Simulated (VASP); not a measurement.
Write the native input for VASP 6.6.1 that does the following.

- Task: single point
- Functional: PBE
- Potentials or basis: VASP PAW PBE potentials, release 64 (Pd)
- Cutoff: 520 eV
- k mesh: 20 × 20 × 20
- Occupations: gaussian, width 0.15 eV
- Spin: no spin polarisation
- Dipole correction: no
- Further INCAR settings: ALGO = Normal; EDIFF = 1e-06; NBANDS = 11

The structure of Pd lies in POSCAR:

```
Pd
1.0
    0.0000000000      2.0421450000      1.9449000000
    2.0421450000      0.0000000000      1.9449000000
    2.0421450000      2.0421450000      0.0000000000
Pd
1
Direct
    0.0000000000      0.0000000000      0.0000000000
```

This cell differs from its parent crystal: strain +0.050 along x and y, +0.000 along z.

The input as run:

INCAR

```
PREC = Accurate
ENCUT = 520
EDIFF = 1E-6
ISMEAR = 0
SIGMA = 0.15
LREAL = False
LASPH = True
NELM = 60
ALGO = Normal
ISIF = 2
LWAVE = False
LCHARG = False
GGA = PE
NBANDS = 11
```

KPOINTS

```
regular mesh
0
Gamma
  20 20 20
```

Potentials or basis: VASP PAW PBE potentials, release 64 (Pd).

Command:

```bash
$ cat potpaw_PBE.64/Pd/POTCAR > POTCAR
$ mpirun -np 1 vasp_std > vasp.out
```

It gave:

| Item | Value |
| --- | --- |
| Pressure | -8.2 GPa |
| Band gap on the k mesh | zero (bands 5 and 6 overlap by 1.45 eV) |

Caveat: the cell differs from its parent crystal (strain +0.050 along x and y, +0.000 along z); the cell stands under tension.

Run time: 110 s on 1 thread of Intel Xeon 8259CL, with other jobs on the host, peak memory 0.24 GiB.
